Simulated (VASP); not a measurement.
Runs of VASP 6.6.1 on Rb. The structure is that of space group Im-3m (No. 229), or close to it. The cells are those of the table. 

```csv
cell,gap on the mesh (eV),pressure (GPa)
"a = 4.758 Å, angles 109.5°, 1 atom",none,0.3
"a = 4.854 Å, angles 109.5°, 1 atom",none,(a)
"a = 4.910 Å, angles 109.5°, 1 atom",none,0.0
"a = 4.959 Å, angles 109.5°, 1 atom",none,-0.1
```

Alike in all rows: task single point; level PBE; potentials or basis VASP PAW PBE potentials, release 64 (Rb_sv); no spin polarisation; k mesh 10 × 10 × 10; cutoff (eV) 520; smearing gaussian 0.1 eV.

Q: Fill in the values left out.

A: (a) 0.1.

A k mesh can miss the band edges, and the runs leave out spin-orbit coupling on Rb.

A gap of «none» marks levels without a gap at the run's occupations.
